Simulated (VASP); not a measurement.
Here is a VASP 6.6.1 calculation.

The input INCAR:

```
  PREC = Accurate
  ENCUT = 520
  EDIFF = 1E-6
  ISMEAR = -1
  SIGMA = 0.02
  LREAL = F
  LASPH = T
  NELM = 100
  ALGO = Normal
  ISIF = 2
  LWAVE = F
  LCHARG = F
  GGA = PE
  NBANDS = 16
```

Contents of KPOINTS:

```
Automatic mesh
0
Gamma
  12 12 6
```

The input POSCAR:

```
BN
1.0
    2.4913353474      0.0000000000      0.0000000000
   -1.2456676737      2.1575597002      0.0000000000
    0.0000000000      0.0000000000      3.9818540983
B N
2 2
Direct
    0.0000000000      0.0000000000      0.0000000000
    0.0000000000      0.0000000000      0.5000000000
    0.3333333333      0.6666666667      0.2500000000
    0.6666666667      0.3333333333      0.7500000000
```

Potentials or basis: VASP PAW PBE potentials, release 64 (B, N).

The run is started by

```bash
$ cat potpaw_PBE.64/B/POTCAR potpaw_PBE.64/N/POTCAR > POTCAR
$ mpirun -np 1 vasp_std > vasp.out
```

**Question.** Estimate the band gap on the k mesh.

**Answer.** 1.67 eV, indirect (least direct gap 5.27 eV).

**Question.** What does it give for the pressure?

**Answer.** 6.5 GPa.

Stress tensor (GPa, compression positive):
```
 4.05  0.00  0.00
 0.00  4.05  0.00
 0.00  0.00 11.52
```

Caveat: the cell differs from its parent crystal (uniaxial z strain -0.5%). A k mesh can miss the band edges.
